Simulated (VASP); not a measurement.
# CdI2 (P-3m1) in VASP: single point with r2SCAN

Aim: the single point of CdI2 with r2SCAN.

Program: VASP 6.6.1. These are calculated values, not measurements. Logs are shortened: lines on timing, memory, paths and dates and some standing lists are left out, and cuts for length are marked.

## (1) The cell of the first run

It takes space group P-3m1 (No. 164, trigonal). Conventional cell: a = 4.289 Å, b = 4.289 Å, c = 7.179 Å, α = 90.00°, β = 90.00°, γ = 120.00°. Cd (site symmetry -3m) has 6 I at 3.01 Å within 4.0 Å. I (site symmetry 3m) has 3 Cd at 3.01 Å within 4.0 Å.

## (2) Single point, r2SCAN

Input file POSCAR:

```
CdI2
1.0
    4.2886201638      0.0000000000      0.0000000000
   -2.1443100819      3.7140540090      0.0000000000
    0.0000000000      0.0000000000      7.1785259559
Cd I
1 2
Direct
    0.0000000000      0.0000000000      0.0000000000
    0.3333333333      0.6666666667      0.2388043000
    0.6666666667      0.3333333333      0.7611957000
```

Input file INCAR.step1:

```
SYSTEM = CdI2
ALGO     = Normal         ! electronic algorithm
EDIFF    = 1E-5           ! SCF threshold, eV
ENCUT    = 550            ! plane-wave cutoff, eV
GGA      = PE             ! functional
GGA_COMPAT= .FALSE.      
ISMEAR   = 0              ! smearing method
LASPH    = .TRUE.         ! aspherical terms in the spheres
LCHARG   = .FALSE.        ! write CHGCAR
LREAL    = .FALSE.        ! projectors in reciprocal space
LWAVE    = .TRUE.         ! write WAVECAR
NBANDS   = 20             ! bands
NELM     = 120            ! most SCF steps
PREC     = Accurate       ! precision mode
SIGMA    = 0.05           ! smearing width, eV
```

Input file INCAR.step2:

```
SYSTEM = CdI2
ALGO     = Normal         ! electronic algorithm
EDIFF    = 1E-6           ! SCF threshold, eV
ENCUT    = 550            ! plane-wave cutoff, eV
GGA_COMPAT= .FALSE.      
ISIF     = 2              ! what is computed and relaxed
ISMEAR   = 0              ! smearing method
ISTART   = 1            
LASPH    = .TRUE.         ! aspherical terms in the spheres
LCHARG   = .TRUE.         ! write CHGCAR
LELF     = .TRUE.         ! ELF
LMIXTAU  = .TRUE.       
LREAL    = .FALSE.        ! projectors in reciprocal space
LVHAR    = .TRUE.       
LWAVE    = .FALSE.        ! write WAVECAR
METAGGA  = R2SCAN         ! meta-GGA
NBANDS   = 20             ! bands
NELM     = 120            ! most SCF steps
PREC     = Accurate       ! precision mode
SIGMA    = 0.05           ! smearing width, eV
```

Input file KPOINTS:

```
k-points
0
G
  6 6 4
  0 0 0
```

Potentials or basis: VASP PAW PBE potentials, release 64 (Cd, I).

Run with:

```bash
$ cat potpaw_PBE.64/Cd/POTCAR potpaw_PBE.64/I/POTCAR > POTCAR
$ cp INCAR.step1 INCAR
$ mpirun -np 1 vasp_std > vasp.out
$ cp INCAR.step2 INCAR
$ mpirun -np 1 vasp_std > vasp.out
```

OUTCAR:

```text
SYSTEM = CdI2
   EDIFF = 1E-6
   ENCUT = 550
   ISIF = 2
   ISMEAR = 0
   ISTART = 1
   LASPH = .TRUE.
   LREAL = .FALSE.
   METAGGA = R2SCAN
   NELM = 120
   PREC = Accurate

 ion  position               nearest neighbor table
   1  0.000  0.000  0.000-   2 3.01   3 3.01   2 3.01   3 3.01   3 3.01   2 3.01
   2  0.333  0.667  0.239-   1 3.01   1 3.01   1 3.01
   3  0.667  0.333  0.761-   1 3.01   1 3.01   1 3.01

  LATTYP: Found a hexagonal cell.
 ALAT       =     4.2886201638
 C/A-ratio  =     1.6738544524

  Lattice vectors:

 A1 = (   4.2886201638,   0.0000000000,   0.0000000000)
 A2 = (  -2.1443100819,   3.7140540090,   0.0000000000)
 A3 = (   0.0000000000,   0.0000000000,   7.1785259559)

Analysis of symmetry for initial positions (statically):
=====================================================================
 Subroutine PRICEL returns:
 Original cell was already a primitive cell.

 Routine SETGRP: Setting up the symmetry group for a
 hexagonal supercell.

 Subroutine GETGRP returns: Found 12 space group operations
 (whereof 12 operations were pure point group operations)
 out of a pool of 24 trial point group operations.

The static configuration has the point symmetry D_3d.

Analysis of symmetry for dynamics (positions and initial velocities):
=====================================================================
 Subroutine PRICEL returns:
 Original cell was already a primitive cell.

 Routine SETGRP: Setting up the symmetry group for a
 hexagonal supercell.

 Subroutine GETGRP returns: Found 12 space group operations
 (whereof 12 operations were pure point group operations)
 out of a pool of 24 trial point group operations.

The dynamic configuration has the point symmetry D_3d.

 Subroutine INISYM returns: Found 12 space group operations
 (whereof 12 operations are pure point group operations),
 and found     1 'primitive' translations

----------------------------------------------------------------------------------------

                                     Primitive cell

  volume of cell :     114.3408

  direct lattice vectors                    reciprocal lattice vectors
     4.288620164  0.000000000  0.000000000     0.233175232  0.134623783  0.000000000
    -2.144310082  3.714054009  0.000000000     0.000000000  0.269247565  0.000000000
     0.000000000  0.000000000  7.178525956     0.000000000  0.000000000  0.139304365

  length of vectors
     4.288620164  4.288620164  7.178525956     0.269247565  0.269247565  0.139304365

  position of ions in fractional coordinates (direct lattice)
     0.000000000  0.000000000  0.000000000
     0.333333333  0.666666667  0.238804300
     0.666666667  0.333333333  0.761195700

  ion indices of the primitive-cell ions
   primitive index   ion index
                 1           1
                 2           2
                 3           3

----------------------------------------------------------------------------------------

 KPOINTS: k-points

Automatic generation of k-mesh.
 Grid dimensions read from file:
 generate k-points for:    6    6    4

 Generating k-lattice:

  Cartesian coordinates                     Fractional coordinates (reciprocal lattice)
     0.038862539  0.022437297  0.000000000     0.166666667 -0.000000000  0.000000000
     0.000000000  0.044874594  0.000000000     0.000000000  0.166666667  0.000000000
     0.000000000  0.000000000  0.034826091     0.000000000  0.000000000  0.250000000

  Length of vectors
     0.044874594  0.044874594  0.034826091

  Shift w.r.t. Gamma in fractional coordinates (k-lattice)
     0.000000000  0.000000000  0.000000000

 Subroutine IBZKPT returns following result:
 ===========================================

 Found     24 irreducible k-points:

 Following reciprocal coordinates:
            Coordinates               Weight
  0.000000  0.000000  0.000000      1.000000
  0.166667 -0.000000  0.000000      6.000000
  0.333333 -0.000000  0.000000      6.000000
  0.500000 -0.000000  0.000000      3.000000
  0.166667  0.166667  0.000000      6.000000
  0.333333  0.166667  0.000000     12.000000
[... 16 lines left out ...]
  0.333333  0.166667  0.500000     12.000000
  0.333333  0.333333  0.500000      2.000000
   k-points           NKPTS =     24   k-points in BZ     NKDIM =     24   number of bands    NBANDS=     20
   number of dos      NEDOS =    301   number of ions     NIONS =      3
   total plane-waves  NPLWV =  72576
   dimension x,y,z NGX =    36 NGY =   36 NGZ =   56
   dimension x,y,z NGXF=    72 NGYF=   72 NGZF=  112
   ions per type =               1   2
   NGX,Y,Z   is equivalent  to a cutoff of  13.96, 13.96, 12.97 a.u.
   NGXF,Y,Z  is equivalent  to a cutoff of  27.91, 27.91, 25.94 a.u.
 SYSTEM =  CdI2
   PREC   = accura    normal or accurate (medium, high low for compatibility)
   ISTART =      1    job   : 0-new  1-cont  2-samecut
   ICHARG =      0    charge: 1-file 2-atom 10-const
   ISPIN  =      1    spin polarized calculation?
   LNONCOLLINEAR =      F non collinear calculations
   LSORBIT =      F    spin-orbit coupling
   LASPH  =      T    aspherical Exc in radial PAW
   ENCUT  =  550.0 eV  40.42 Ry    6.36 a.u.   8.20  8.20 13.73*2*pi/ulx,y,z
   NELM   =    120;   NELMIN=  2; NELMDL=  0     # of ELM steps
   EDIFF  = 0.1E-05   stopping-criterion for ELM
   LREAL  =      F    real-space projection
   EDIFFG = 0.1E-04   stopping-criterion for IOM
   NSW    =      0    number of steps for IOM
   IBRION =     -1    ionic relax: 0-MD 1-quasi-New 2-CG
   NFREE  =      0    steps in history (QN), initial steepest desc. (CG)
   ISIF   =      2    stress and relaxation
   ISYM   =      2    0-nonsym 1-usesym 2-fastsym
   POTIM  = 0.5000    time-step for ionic-motion
   TEBEG  =    0.0;   TEEND  =   0.0 temperature during run
   PSTRESS=    0.0 pullay stress
   NELECT =      26.0000    total number of electrons
   NUPDOWN=      -1.0000    fix difference up-down
   EMIN   =  10.00;   EMAX   =-10.00  energy-range for DOS
   EFERMI =   0.00;   METHOD = LEGACY
   ISMEAR =     0;   SIGMA  =   0.05  broadening in eV -4-tet -1-fermi 0-gaus
   EFERMI_NEDOS =   21; number of points for ismear=-14 and -15
   IALGO  =     38    algorithm
   IMIX   =      4    mixing-type and parameters
     AMIX     =   0.40;   BMIX     =  1.00
     AMIX_MAG =   1.60;   BMIX_MAG =  1.00
  volume/ion in A,a.u.               =      38.11       257.20
  Fermi-wavevector in a.u.,A,eV,Ry     =   0.999230  1.888271 13.584889  0.998461
  Thomas-Fermi vector in A             =   2.131507
   LORBIT       =      0    0 simple, 1 ext, 2 COOP (PROOUT), +10 PAW based schemes
   METAGGA = R2SCAN    functional components
   LHFCALC =     F    Hartree Fock is set to
   AEXX    =    0.0000 exact exchange contribution
   IVDW    =     0    specifies the selected vdW correction
   LEPSILON=     F    determine dielectric tensor
   LRPA    =     F    only Hartree local field effects (RPA)
 non-spin polarized calculation
 Gauss-broadening in eV      SIGMA  =   0.05
  energy-cutoff  :      550.00
  volume of cell :      114.34
 maximum number of plane-waves:      3369
 NGX is ok and might be reduce to    36
   NGX = 17   NGY = 17   NGZ = 27

 number of electron      25.9999992 magnetization

 Free energy of the ion-electron system (eV)
  ---------------------------------------------------
  ext. energy  EPLUGINS =         0.00000000
  ---------------------------------------------------
  free energy    TOTEN  =       -71.37271457 eV

  energy without entropy =      -71.37271457  energy(sigma->0) =      -71.37271457

 E-fermi :   1.3214     XC(G=0):  -8.6429

 val. band max:        1.0927673054   @ k =   0.1667  -0.0000   0.2500
 cond. band min:       3.9326003209   @ k =   0.5000  -0.0000   0.5000
 fundamental gap:      2.8398330155
 Fermi energy:         1.3213886904

 k-point     1 :       0.0000    0.0000    0.0000
  band No.  band energies     occupation
      1     -11.1797      2.00000
      2     -10.5478      2.00000
      3      -6.6803      2.00000
      4      -6.6803      2.00000
      5      -6.5538      2.00000
      6      -6.4850      2.00000
[... 12 lines left out ...]
     19      10.6618      0.00000
     20      10.7528      0.00000

 k-point     2 :       0.1667   -0.0000    0.0000
  band No.  band energies     occupation
      1     -11.0510      2.00000
      2     -10.5282      2.00000
      3      -6.6631      2.00000
      4      -6.6160      2.00000
      5      -6.5298      2.00000
      6      -6.4890      2.00000
[... 12 lines left out ...]
     19       9.9552      0.00000
     20      10.4638      0.00000

 k-point     3 :       0.3333   -0.0000    0.0000
  band No.  band energies     occupation
      1     -10.7591      2.00000
      2     -10.4985      2.00000
      3      -6.6452      2.00000
      4      -6.5579      2.00000
      5      -6.4835      2.00000
      6      -6.4533      2.00000
[... 12 lines left out ...]
     19      10.0813      0.00000
     20      10.5605      0.00000

 k-point     4 :       0.5000   -0.0000    0.0000
  band No.  band energies     occupation
      1     -10.5463      2.00000
      2     -10.5345      2.00000
      3      -6.6441      2.00000
      4      -6.5661      2.00000
      5      -6.4705      2.00000
      6      -6.4302      2.00000
[... 12 lines left out ...]
     19      10.5977      0.00000
     20      11.0485      0.00000

 k-point     5 :       0.1667    0.1667    0.0000
  band No.  band energies     occupation
      1     -10.8399      2.00000
      2     -10.5020      2.00000
      3      -6.6391      2.00000
      4      -6.5430      2.00000
      5      -6.5042      2.00000
      6      -6.4621      2.00000
[... 12 lines left out ...]
     19       8.9456      0.00000
     20      10.8646      0.00000
[... 353 lines left out ...]
      6      -6.4302      2.00000
[... 12 lines left out ...]
     19      11.1222      0.00000
     20      11.2143      0.00000

 k-point    22 :       0.1667    0.1667    0.5000
  band No.  band energies     occupation
      1     -10.7631      2.00000
      2     -10.5861      2.00000
      3      -6.6366      2.00000
      4      -6.5509      2.00000
      5      -6.5028      2.00000
      6      -6.4708      2.00000
[... 12 lines left out ...]
     19       9.8172      0.00000
     20      10.5160      0.00000

 k-point    23 :       0.3333    0.1667    0.5000
  band No.  band energies     occupation
      1     -10.5659      2.00000
      2     -10.5148      2.00000
      3      -6.5998      2.00000
      4      -6.5406      2.00000
      5      -6.4724      2.00000
      6      -6.4442      2.00000
[... 12 lines left out ...]
     19       9.9105      0.00000
     20      11.0708      0.00000

 k-point    24 :       0.3333    0.3333    0.5000
  band No.  band energies     occupation
      1     -10.4952      2.00000
      2     -10.4952      2.00000
      3      -6.5131      2.00000
      4      -6.5131      2.00000
      5      -6.4569      2.00000
      6      -6.4387      2.00000
[... 12 lines left out ...]
     19      10.6088      0.00000
     20      10.6089      0.00000

------------------------ aborting loop because EDIFF is reached ----------------------------------------

  FORCE on cell =-STRESS in cart. coord.  units (eV):
  Direction    XX          YY          ZZ          XY          YZ          ZX
  --------------------------------------------------------------------------------------
  -------------------------------------------------------------------------------------
  Total        0.0816228      0.0816228      0.0835498      0.0000000     -0.0000000     -0.0000000
  in kB        1.1437234      1.1437234      1.1707253      0.0000000     -0.0000000     -0.0000000
  external PRESSURE =       1.1527240 kB  Pullay stress =       0.0000000 kB

 VOLUME and BASIS-vectors are now :
 -----------------------------------------------------------------------------
  energy-cutoff  :      550.00
  volume of cell :      114.34
      direct lattice vectors                 reciprocal lattice vectors
     4.288620164  0.000000000  0.000000000     0.233175232  0.134623783  0.000000000
    -2.144310082  3.714054009  0.000000000     0.000000000  0.269247565  0.000000000
     0.000000000  0.000000000  7.178525956     0.000000000  0.000000000  0.139304365

 POSITION                                       TOTAL-FORCE (eV/Angst)
 -----------------------------------------------------------------------------------
      0.00000      0.00000      0.00000        -0.000000      0.000000      0.000000
     -0.00000      2.47604      1.71426        -0.000000      0.000000      0.022669
      2.14431      1.23802      5.46426         0.000000     -0.000000     -0.022669
 -----------------------------------------------------------------------------------
    total drift:                               -0.000000     -0.000000      0.000000

  FREE ENERGIE OF THE ION-ELECTRON SYSTEM (eV)
  ---------------------------------------------------
  free  energy   TOTEN  =       -71.3727145716 eV

  energy  without entropy=      -71.3727145716  energy(sigma->0) =      -71.37271457
```

Wall time 4.3 min (1 thread of Intel Xeon Platinum 8259CL at 2.50GHz (Skylake/Cascade Lake), shared host); peak memory 0.31 GiB.

Results:

```
Free energy            : -71.3727 eV
Pressure               : 0.1 GPa
Largest force          : 0.023 eV/Å
Band gap on the k mesh : 2.84 eV, indirect (least direct gap 3.12 eV)
```

Forces on the atoms (eV/Å):
```
Cd   0.000  0.000  0.000
I    0.000  0.000  0.023
I    0.000  0.000 -0.023
```

Caveat: the PAW data sets were made with another functional, which shifts forces and pressure a little; spin-orbit coupling is left out, which moves the levels of the heavy elements. r2SCAN opens gaps a little over a GGA but as a rule still falls short of measured ones.
